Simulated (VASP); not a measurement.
Here is a VASP 6.6.1 calculation.

Contents of INCAR:

```
PREC = Accurate
ENCUT = 520
EDIFF = 1E-7
ISMEAR = -1
SIGMA = 0.02
LREAL = False
LASPH = True
NELM = 60
ALGO = Normal
ISIF = 2
LWAVE = False
LCHARG = True
GGA = PE
LELF = True
LVHAR = True
NBANDS = 24
```

The input KPOINTS:

```
regular mesh
0
Gamma
  6 6 4
```

The input POSCAR:

```
KBr
1.0
    5.6185814494      0.0000000000      0.0000000000
   -2.8092907247      4.8658342684      0.0000000000
    0.0000000000      0.0000000000      6.3919504017
K Br
2 2
Direct
    0.3333333333      0.6666666667     -0.0625000000
    0.6666666667      0.3333333333      0.4375000000
    0.3333333333      0.6666666667      0.4375000000
    0.6666666667      0.3333333333      0.9375000000
```

Potentials or basis: VASP PAW PBE potentials, release 64 (K_sv, Br).

Command:

```bash
$ cat potpaw_PBE.64/K_sv/POTCAR potpaw_PBE.64/Br/POTCAR > POTCAR
$ mpirun -np 1 vasp_std > vasp.out
```

**Question.** What does it give for the band gap on the k mesh?

**Answer.** 4.22 eV, direct.

**Question.** What does it give for the pressure?

**Answer.** 0.8 GPa.

Stress tensor (GPa, compression positive):
```
0.48 0.00 0.00
0.00 0.48 0.00
0.00 0.00 1.51
```

Caveat: the cell differs from its parent crystal (uniaxial z strain -2.5%). A k mesh can miss the band edges.
